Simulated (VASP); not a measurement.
CuO: single point with PBEsol

Crystal: CuO.

```
Cu O
1.0
     2.07061   -2.23969    0.00000
     2.07061    2.23969    0.00000
     0.00000    0.00000    5.15593
Cu O
2 2
Direct
  0.50000 0.00000 0.00000
  0.00000 0.50000 0.50000
  0.50000 0.50000 0.25000
  0.50000 0.50000 0.75000
```

```json
{
 "Program": "VASP 6.6.1",
 "Task": "single point",
 "Functional": "PBEsol",
 "Potentials or basis": "VASP PAW PBE potentials, release 64 (Cu, O)",
 "Cutoff": "520 eV",
 "k mesh": "7 × 7 × 5",
 "Occupations": "fermi-dirac, width 0.05 eV",
 "Spin": "no spin polarisation"
}
```

```yaml
Pressure: -13.8 GPa
Band_gap_on_the_k_mesh: zero (band 17 reaches 4.40 eV, above the bottom of band 18 at 3.56 eV)
```

Stress tensor (GPa, compression positive):
```
-12.48   0.00   0.00
  0.00 -15.01   0.00
  0.00   0.00 -13.89
```

Levels at points of the mesh, in eV from the Fermi level:
```tsv
k point	band 15	band 16	band 17	band 18	band 19	band 20
(0.00, 0.00, 0.00)	-1.92	-1.60	0.60	0.77	1.19	5.87
```

Run time: 27 s on 1 thread of AMD EPYC 9R45 96-Core Processor (Zen 5), on a shared host, peak memory 0.16 GiB.

Caveat: the PAW data sets were made with another functional, which shifts forces and pressure a little; semilocal functionals often make such compounds metallic where correlation or magnetic order opens a gap, which also shifts bond lengths. With open d or f shells a metallic result of PBEsol can be an artefact of self-interaction; +U or a hybrid may open a gap.
